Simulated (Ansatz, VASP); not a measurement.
In: VASP beside Ansatz

```
CELL_PARAMETERS angstrom
-1.57737 1.57737 2.39973
1.57737 -1.57737 2.39973
1.57737 1.57737 -2.39973
ATOMIC_POSITIONS crystal
In 0.00000 0.00000 0.00000
```

Change from the starting cell: strain -0.030 along x and y, -0.030 along z, atoms carried along.

Alike in both runs: task single point; functional PBE; k mesh 20 × 20 × 20; occupations gaussian, width 0.15 eV; no spin polarisation.

|  | VASP | Ansatz |
| --- | --- | --- |
| version | VASP 6.6.1 | Ansatz 0.2.0 |
| potentials or method | VASP PAW PBE potentials, release 64 (In_d), cutoff 520 eV | scalar-relativistic, plane waves, PAW |
| valence electrons in the cell | 13 | 13 |

|  | VASP | Ansatz | Ansatz less VASP |
| --- | --- | --- | --- |
| gap on the k mesh at the Fermi level (eV) | none | none | - |
| pressure (GPa) | 7.2 | 7.2 | +0.01 |
| traceless stress, the component that is largest in VASP (GPa) | -0.15 | -0.14 | +0.007 |

A gap of «none» marks a metal or a gap that the smearing closes.
